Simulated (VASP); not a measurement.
Wanted: the native input for a VASP 6.6.1 run.

| Property | Result |
| --- | --- |
| Task | single point |
| Functional | PBE |
| Potentials or basis | VASP PAW PBE potentials, release 64 (Si) |
| Cutoff | 500 eV |
| k mesh | 6 × 6 × 6 |
| Occupations | gaussian, width 0.1 eV |
| Spin | no spin polarisation |
| Dipole correction | no |
| Further INCAR settings | ALGO = Normal; EDIFF = 1e-06; NBANDS = 11 |

The structure of Si lies in POSCAR:

```
Si
1.0
    0.0000000000      2.7154705000      2.7154705000
    2.7154705000      0.0000000000      2.7154705000
    2.7154705000      2.7154705000      0.0000000000
Si
2
Direct
    0.0000000000      0.0000000000      0.0000000000
    0.2500000000      0.2500000000      0.2500000000
```

The input as run:

INCAR

```
ALGO = Normal
EDIFF = 1E-6
ENCUT = 500
GGA = PE
GGA_COMPAT = False
ISIF = 2
ISMEAR = 0
LASPH = True
LCHARG = False
LREAL = False
LWAVE = False
NBANDS = 11
NELM = 120
PREC = Accurate
SIGMA = 0.1
```

KPOINTS

```
k-points
0
Gamma
  6 6 6
```

Potentials or basis: VASP PAW PBE potentials, release 64 (Si).

Launch:

```console
$ cat potpaw_PBE.64/Si/POTCAR > POTCAR
$ mpirun -np 1 vasp_std > vasp.out
```

It gave:

* Pressure: 2.0 GPa
* Band gap on the k mesh: 0.71 eV (least direct gap 2.56 eV)

Run time: 3.3 s on 1 thread of Intel(R) Xeon(R) 6975P-C (Granite Rapids) (shared host), peak memory 0.14 GiB.
